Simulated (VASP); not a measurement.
# GeB2C3 (P6/mmm) in VASP: a series of runs, part 2 of 2

VASP 6.6.1. The steps go on from the part before.

**4. Single point, PBE**

This run uses another cell than the first one, of 7.76 Å³/atom, 0.997 times its volume.

INCAR

```
SYSTEM = GeB2C3
PREC = Accurate ; ENCUT = 520
EDIFF = 1E-7 ; ISMEAR = 0
SIGMA = 0.1 ; LREAL = .FALSE.
LASPH = .TRUE. ; NELM = 100
ALGO = Normal ; ISIF = 2
LWAVE = .FALSE. ; LCHARG = .FALSE.
GGA = PE ; NBANDS = 25
```

KPOINTS

```
Automatic mesh
0
G
  12 12 10
  0 0 0
```

POSCAR

```
GeB2C3
1.0
    3.7709291302      0.0000000000      0.0000000000
   -1.8854645651      3.2657204226      0.0000000000
    0.0000000000      0.0000000000      3.7808338731
Ge B C
1 2 3
Direct
    0.0000000000      0.0000000000      0.0000000000
    0.3333333333      0.6666666667      0.5000000000
    0.6666666667      0.3333333333      0.5000000000
    0.0000000000      0.0000000000      0.5000000000
    0.3333333333      0.6666666667      0.0000000000
    0.6666666667      0.3333333333      0.0000000000
```

Potentials or basis: VASP PAW PBE potentials, release 64 (Ge_d, B, C).

Run with:

```console
> cat potpaw_PBE.64/Ge_d/POTCAR potpaw_PBE.64/B/POTCAR potpaw_PBE.64/C/POTCAR > POTCAR
> mpirun -np 1 vasp_std > vasp.out
```

OUTCAR:

```text
SYSTEM = GeB2C3
   PREC = Accurate
   ENCUT = 520
   EDIFF = 1E-7
   ISMEAR = 0
   LREAL = .FALSE.
   LASPH = .TRUE.
   NELM = 100
   ISIF = 2
   GGA = PE

 ion  position               nearest neighbor table
   1  0.000  0.000  0.000-   4 1.89   4 1.89   6 2.18   5 2.18   5 2.18   6 2.18   6 2.18   5 2.18

   2  0.333  0.667  0.500-   5 1.89   5 1.89
   3  0.667  0.333  0.500-   6 1.89   6 1.89
   4  0.000  0.000  0.500-   1 1.89   1 1.89
   5  0.333  0.667  0.000-   2 1.89   2 1.89   1 2.18   1 2.18   1 2.18
   6  0.667  0.333  0.000-   3 1.89   3 1.89   1 2.18   1 2.18   1 2.18

  LATTYP: Found a hexagonal cell.
 ALAT       =     3.7709291302
 C/A-ratio  =     1.0026266054

  Lattice vectors:

 A1 = (   3.7709291302,   0.0000000000,   0.0000000000)
 A2 = (  -1.8854645651,   3.2657204226,   0.0000000000)
 A3 = (   0.0000000000,   0.0000000000,   3.7808338731)

Analysis of symmetry for initial positions (statically):
=====================================================================
 Subroutine PRICEL returns:
 Original cell was already a primitive cell.

 Routine SETGRP: Setting up the symmetry group for a
 hexagonal supercell.

 Subroutine GETGRP returns: Found 24 space group operations
 (whereof 24 operations were pure point group operations)
 out of a pool of 24 trial point group operations.

The static configuration has the point symmetry D_6h.

Analysis of symmetry for dynamics (positions and initial velocities):
=====================================================================
 Subroutine PRICEL returns:
 Original cell was already a primitive cell.

 Routine SETGRP: Setting up the symmetry group for a
 hexagonal supercell.

 Subroutine GETGRP returns: Found 24 space group operations
 (whereof 24 operations were pure point group operations)
 out of a pool of 24 trial point group operations.

The dynamic configuration has the point symmetry D_6h.

 Subroutine INISYM returns: Found 24 space group operations
 (whereof 24 operations are pure point group operations),
 and found     1 'primitive' translations

----------------------------------------------------------------------------------------

                                     Primitive cell

  volume of cell :      46.5602

  direct lattice vectors                    reciprocal lattice vectors
     3.770929130  0.000000000  0.000000000     0.265186633  0.153105574  0.000000000
    -1.885464565  3.265720423  0.000000000     0.000000000  0.306211148  0.000000000
     0.000000000  0.000000000  3.780833873     0.000000000  0.000000000  0.264491917

  length of vectors
     3.770929130  3.770929130  3.780833873     0.306211148  0.306211148  0.264491917

  position of ions in fractional coordinates (direct lattice)
     0.000000000  0.000000000  0.000000000
     0.333333333  0.666666667  0.500000000
     0.666666667  0.333333333  0.500000000
     0.000000000  0.000000000  0.500000000
     0.333333333  0.666666667  0.000000000
     0.666666667  0.333333333  0.000000000

  ion indices of the primitive-cell ions
   primitive index   ion index
                 1           1
                 2           2
[... 19 lines left out ...]

  Length of vectors
     0.025517596  0.025517596  0.026449192

  Shift w.r.t. Gamma in fractional coordinates (k-lattice)
     0.000000000  0.000000000  0.000000000

 Subroutine IBZKPT returns following result:
 ===========================================

 Found    114 irreducible k-points:

 Following reciprocal coordinates:
            Coordinates               Weight
  0.000000  0.000000  0.000000      1.000000
  0.083333  0.000000  0.000000      6.000000
  0.166667  0.000000  0.000000      6.000000
  0.250000  0.000000  0.000000      6.000000
  0.333333  0.000000  0.000000      6.000000
  0.416667  0.000000  0.000000      6.000000
[... 16 lines left out ...]
  0.250000  0.000000  0.100000     12.000000
  0.333333  0.000000  0.100000     12.000000
 [... further k-points ...]
   k-points           NKPTS =    114   k-points in BZ     NKDIM =    114   number of bands    NBANDS=     25
   number of dos      NEDOS =    301   number of ions     NIONS =      6
   total plane-waves  NPLWV =  21952
   dimension x,y,z NGX =    28 NGY =   28 NGZ =   28
   dimension x,y,z NGXF=    56 NGYF=   56 NGZF=   56
   ions per type =               1   2   3
   NGX,Y,Z   is equivalent  to a cutoff of  12.34, 12.34, 12.31 a.u.
   NGXF,Y,Z  is equivalent  to a cutoff of  24.69, 24.69, 24.62 a.u.
 SYSTEM =  GeB2C3
   PREC   = accura    normal or accurate (medium, high low for compatibility)
   ISTART =      0    job   : 0-new  1-cont  2-samecut
   ICHARG =      2    charge: 1-file 2-atom 10-const
   ISPIN  =      1    spin polarized calculation?
   LNONCOLLINEAR =      F non collinear calculations
   LSORBIT =      F    spin-orbit coupling
   LASPH  =      T    aspherical Exc in radial PAW
   ENCUT  =  520.0 eV  38.22 Ry    6.18 a.u.   7.01  7.01  7.03*2*pi/ulx,y,z
   NELM   =    100;   NELMIN=  2; NELMDL= -5     # of ELM steps
   EDIFF  = 0.1E-06   stopping-criterion for ELM
   LREAL  =      F    real-space projection
   EDIFFG = 0.1E-05   stopping-criterion for IOM
   NSW    =      0    number of steps for IOM
   IBRION =     -1    ionic relax: 0-MD 1-quasi-New 2-CG
   NFREE  =      0    steps in history (QN), initial steepest desc. (CG)
   ISIF   =      2    stress and relaxation
   ISYM   =      2    0-nonsym 1-usesym 2-fastsym
   POTIM  = 0.5000    time-step for ionic-motion
   TEBEG  =    0.0;   TEEND  =   0.0 temperature during run
   PSTRESS=    0.0 pullay stress
   NELECT =      32.0000    total number of electrons
   NUPDOWN=      -1.0000    fix difference up-down
   EMIN   =  10.00;   EMAX   =-10.00  energy-range for DOS
   EFERMI =   0.00;   METHOD = LEGACY
   ISMEAR =     0;   SIGMA  =   0.10  broadening in eV -4-tet -1-fermi 0-gaus
   EFERMI_NEDOS =   21; number of points for ismear=-14 and -15
   IALGO  =     38    algorithm
   IMIX   =      4    mixing-type and parameters
     AMIX     =   0.40;   BMIX     =  1.00
     AMIX_MAG =   1.60;   BMIX_MAG =  1.00
  volume/ion in A,a.u.               =       7.76        52.37
  Fermi-wavevector in a.u.,A,eV,Ry     =   1.444729  2.730143 28.398664  2.087243
  Thomas-Fermi vector in A             =   2.562991
   LORBIT       =      0    0 simple, 1 ext, 2 COOP (PROOUT), +10 PAW based schemes
   GGA     = PE    functional components
   LHFCALC =     F    Hartree Fock is set to
   AEXX    =    0.0000 exact exchange contribution
   IVDW    =     0    specifies the selected vdW correction
   LEPSILON=     F    determine dielectric tensor
   LRPA    =     F    only Hartree local field effects (RPA)
 non-spin polarized calculation
 Gauss-broadening in eV      SIGMA  =   0.10
  energy-cutoff  :      520.00
  volume of cell :       46.56
 maximum number of plane-waves:      1270
 NGX is ok and might be reduce to    28
   NGX = 13   NGY = 13   NGZ = 15

 number of electron      31.9999994 magnetization

 Free energy of the ion-electron system (eV)
  ---------------------------------------------------
  ext. energy  EPLUGINS =         0.00000000
  ---------------------------------------------------
  free energy    TOTEN  =       -33.31980660 eV

  energy without entropy =      -33.31509470  energy(sigma->0) =      -33.31745065

 E-fermi :   8.6814     XC(G=0): -12.8670

 val. band max:        8.6706637406   @ k =   0.1667   0.0000   0.5000
 cond. band min:       8.6976864923   @ k =   0.0833   0.0000   0.0000
 fundamental gap:      0.0270227516
 Fermi energy:         8.6814433677

 k-point     1 :       0.0000    0.0000    0.0000
  band No.  band energies     occupation
      1     -16.0170      2.00000
      2     -16.0100      2.00000
      3     -16.0100      2.00000
      4     -15.8572      2.00000
      5     -15.8572      2.00000
      6      -9.2140      2.00000
[... 661 lines left out ...]
     24      17.5352      0.00000
     25      17.8690      0.00000

 [... further k-points ...]
[... 5 lines left out ...]
  --------------------------------------------------------------------------------------
  -------------------------------------------------------------------------------------
  Total        0.0631814      0.0631814     -0.0698335     -0.0000000      0.0000000      0.0000000
  in kB        2.1741258      2.1741258     -2.4030304     -0.0000000      0.0000000      0.0000000
  external PRESSURE =       0.6484070 kB  Pullay stress =       0.0000000 kB

 VOLUME and BASIS-vectors are now :
 -----------------------------------------------------------------------------
  energy-cutoff  :      520.00
  volume of cell :       46.56
      direct lattice vectors                 reciprocal lattice vectors
     3.770929130  0.000000000  0.000000000     0.265186633  0.153105574  0.000000000
    -1.885464565  3.265720423  0.000000000     0.000000000  0.306211148  0.000000000
     0.000000000  0.000000000  3.780833873     0.000000000  0.000000000  0.264491917

 POSITION                                       TOTAL-FORCE (eV/Angst)
 -----------------------------------------------------------------------------------
      0.00000      0.00000      0.00000         0.000000      0.000000     -0.000000
     -0.00000      2.17715      1.89042         0.000000      0.000000     -0.000000
      1.88546      1.08857      1.89042         0.000000      0.000000     -0.000000
      0.00000      0.00000      1.89042         0.000000      0.000000     -0.000000
     -0.00000      2.17715      0.00000         0.000000     -0.000000     -0.000000
      1.88546      1.08857      0.00000        -0.000000     -0.000000      0.000000
 -----------------------------------------------------------------------------------
    total drift:                               -0.000000      0.000000      0.000000

  FREE ENERGIE OF THE ION-ELECTRON SYSTEM (eV)
  ---------------------------------------------------
  free  energy   TOTEN  =       -33.3198065985 eV

  energy  without entropy=      -33.3150947033  energy(sigma->0) =      -33.31745065
```

stdout:

```text
POSCAR found type information on POSCAR GeB C
 POSCAR found :  3 types and       6 ions
 scaLAPACK will be used
 LDA part: xc-table for (Slater+PW92), standard interpolation
 POSCAR, INCAR and KPOINTS ok, starting setup
 FFT: planning ... GRIDC
 FFT: planning ... GRID_SOFT
 FFT: planning ... GRID
 WAVECAR not read
 entering main loop
```

It took 50 s on 1 thread of Intel Xeon 6975P-C (Granite Rapids), shared host; peak memory 0.24 GiB.

What came out:

```yaml
Free_energy: -33.3198 eV
Pressure: 0.1 GPa
Band_gap_on_the_k_mesh: zero (band 16 reaches 10.69 eV, above the bottom of band 17 at 5.94 eV)
```

Levels at points of the mesh, in eV from the Fermi level:
```tsv
k point	band 14	band 15	band 16	band 17	band 18	band 19
(0.00, 0.00, 0.00)	-4.87	-2.30	-2.12	0.70	0.70	0.98
(0.50, 0.00, 0.00)	-3.16	-2.42	-0.19	1.50	2.63	3.70
(0.00, 0.00, 0.50)	-3.16	-3.01	-2.74	-2.74	-1.75	-1.75
(0.50, 0.00, 0.50)	0.18	0.69	1.95	2.79	3.31	4.93
```

**5. Relaxation of cell and atoms, PBE**

This run uses another cell than the first one, of 14.60 Å³/atom, 1.876 times its volume.

INCAR

```
PREC = Accurate
ENCUT = 600
EDIFF = 1E-6
ISMEAR = 0
SIGMA = 0.1
LREAL = F
LASPH = T
NELM = 80
ALGO = Normal
ISIF = 3
LWAVE = F
LCHARG = F
GGA = PE
IBRION = 2
NSW = 90
EDIFFG = -0.04
```

KPOINTS

```
regular mesh
0
Gamma
  6 6 4
```

POSCAR

```
GeB2C3
1.0
    4.9328868300      0.0000000000      0.0000000000
   -2.4664434200      4.2720053100      0.0000000000
    0.0000000000      0.0000000000      4.1571377900
Ge B C
1 2 3
Direct
    0.0000000000      0.0000000000      0.0000000000
    0.3333333300      0.6666666700      0.5000000000
    0.6666666700      0.3333333300      0.5000000000
    0.0000000000      0.0000000000      0.5000000000
    0.3333333300      0.6666666700      0.0000000000
    0.6666666700      0.3333333300      0.0000000000
```

Run with:

```console
> cat potpaw_PBE.64/Ge_d/POTCAR potpaw_PBE.64/B/POTCAR potpaw_PBE.64/C/POTCAR > POTCAR
> mpirun -np 1 vasp_std > vasp.out
```

It took 6.7 min on 1 thread of Intel Xeon 6975P-C (Granite Rapids), shared host; peak memory 0.27 GiB.

It converged, with:

```
Free energy                            : -33.8430 eV
Relaxed volume                         : 19.24 Å³/atom
Relaxed cell                           : a = 6.582 Å, b = 6.582 Å, c = 3.076 Å, α = 90.00°, β = 90.00°, γ = 120.00°
Space group after relaxing (to 0.05 Å) : P6/mmm (No. 191)
Energy gained by relaxing              : 1242.6 meV/atom
Ionic steps                            : 20
Pressure after relaxing                : -0.2 GPa
Band gap on the k mesh                 : zero (band 16 reaches 0.65 eV, above the bottom of band 17 at -1.79 eV)
```

The path:
| step | energy change (eV) | largest force (eV/Å) | pressure (GPa) | volume (Å³) |
| --- | --- | --- | --- | --- |
| 1 | 0.0000 | 0.0000 | -29.18 | 87.60 |
| 2 | -5.6786 | 0.0000 | -9.82 | 57.88 |
| 3 | -5.7806 | 0.0000 | -0.83 | 55.34 |
| 4 | -5.7794 | 0.0000 | 1.90 | 54.79 |
| 5 | -5.7844 | 0.0000 | -0.55 | 55.67 |
| 6 | -5.7844 | 0.0000 | -0.87 | 55.69 |
| 7 | -5.7871 | 0.0000 | -1.03 | 55.90 |
| 8 | -5.7984 | 0.0000 | -1.81 | 56.51 |
| 9 | -5.8305 | 0.0000 | -3.37 | 57.76 |
| 10 | -5.9179 | 0.0000 | -6.46 | 60.27 |
| 11 | -6.1992 | 0.0000 | -11.25 | 65.44 |
| 12 | -6.8749 | 0.0000 | -12.95 | 76.26 |
| 13 | -7.2354 | 0.0000 | -5.78 | 99.74 |
| 14 | -7.4243 | 0.0000 | -2.30 | 111.21 |
| 15 | -7.0938 | 0.0000 | 2.51 | 135.38 |
| 16 | -7.4505 | 0.0000 | -1.35 | 115.37 |
| 17 | -2.8837 | 0.0000 | 38.56 | 115.26 |
| 18 | -7.4556 | 0.0000 | -0.45 | 115.40 |
| 19 | -7.4558 | 0.0000 | -0.29 | 115.41 |
| 20 | -7.4558 | 0.0000 | -0.25 | 115.41 |

Final structure:
```
CELL_PARAMETERS angstrom
6.58169 0.00000 0.00000
-3.29085 5.69991 0.00000
0.00000 0.00000 3.07637
ATOMIC_POSITIONS crystal
Ge 0.00000 0.00000 0.00000
B 0.33333 0.66667 0.50000
B 0.66667 0.33333 0.50000
C 0.00000 0.00000 0.50000
C 0.33333 0.66667 0.00000
C 0.66667 0.33333 0.00000
```

Levels at points of the mesh, in eV from the Fermi level:
```csv
k point,band 13,band 14,band 15,band 16,band 17,band 18,band 19,band 20
"(0.00, 0.00, 0.00)",-3.45,-2.62,-2.62,-1.41,-1.41,3.65,5.03,6.06
"(0.50, 0.00, 0.00)",-3.28,-2.44,-2.05,-1.78,-1.63,4.39,5.19,5.37
"(0.00, 0.00, 0.50)",-0.07,0.27,0.27,0.60,0.60,1.96,2.55,2.55
"(0.50, 0.00, 0.50)",-0.07,-0.01,0.39,0.67,1.01,2.11,2.16,2.84
```

Caveat: the k points lie up to 0.51 Å⁻¹ apart in the final cell; the volume moved by over 15 % at a fixed basis, so the end points are rough.

**6. Summary**

| task | cell | k mesh | cutoff (eV) | gap on the mesh (eV) | pressure (GPa) |
| --- | --- | --- | --- | --- | --- |
| single point | a = 3.772, b = 3.772, c = 3.790 Å, angles 90.0, 90.0, 120.0°, 6 atoms | 6 × 6 × 4 | 520 | none | -0.3 |
| single point | a = 4.933, b = 4.933, c = 4.157 Å, angles 90.0, 90.0, 120.0°, 6 atoms | 6 × 6 × 4 | 520 | none | -29.2 |
| single point | a = 3.771, b = 3.771, c = 3.781 Å, angles 90.0, 90.0, 120.0°, 6 atoms | 12 × 12 × 10 | 520 | none | 0.1 |
| relaxation of cell and atoms | relaxed from a = 4.933, b = 4.933, c = 4.157 Å, angles 90.0, 90.0, 120.0°, 6 atoms | 6 × 6 × 4 | 600 | none | -0.2 |

Alike in all rows: level PBE; potentials or basis VASP PAW PBE potentials, release 64 (Ge_d, B, C); no spin polarisation; smearing gaussian 0.1 eV.

Caveats: some runs use coarse meshes; the volume moved by over 15 % at a fixed basis, so the end points are rough (some runs).

Absolute energies hang on the potentials; compare differences alone.
